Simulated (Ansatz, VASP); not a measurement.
**One calculation of FeSi, two programs**

```
CELL_PARAMETERS angstrom
4.46700 0.00000 0.00000
0.00000 4.46700 0.00000
0.00000 0.00000 4.46700
ATOMIC_POSITIONS crystal
Fe 0.13400 0.13400 0.13400
Fe 0.36600 0.86600 0.63400
Fe 0.63400 0.36600 0.86600
Fe 0.86600 0.63400 0.36600
Si 0.84450 0.84450 0.84450
Si 0.65550 0.15550 0.34450
Si 0.34450 0.65550 0.15550
Si 0.15550 0.34450 0.65550
```

Alike in both runs: task relaxation of cell and atoms; functional PBE; k mesh 8 × 8 × 8; occupations gaussian, width 0.01 eV; no spin polarisation.

|  | VASP | Ansatz |
| --- | --- | --- |
| version | VASP 6.6.1 | Ansatz 0.2.0 |
| potentials or method | VASP PAW PBE potentials, release 64 (Fe, Si), cutoff 600 eV | scalar-relativistic, plane waves, PAW |
| valence electrons in the cell | 48 | 80 |

VASP gave:

| Quantity | Value |
| --- | --- |
| gap on the k mesh at the Fermi level, each at its own relaxed structure (eV) | 0.16 |
| relaxed volume (Å³/atom) | 11.00 |
| relaxed length of the cell vector where the two differ most in proportion (Å) | 4.448 |

Q: Which values does Ansatz return?

A: gap on the k mesh at the Fermi level, each at its own relaxed structure (eV): 0.17; relaxed volume (Å³/atom): 11.00; relaxed length of the cell vector where the two differ most in proportion (Å): 4.448.

VASP's potentials hold 48 valence electrons a cell and Ansatz's 80, so a difference there can come from the potentials and not from the codes.
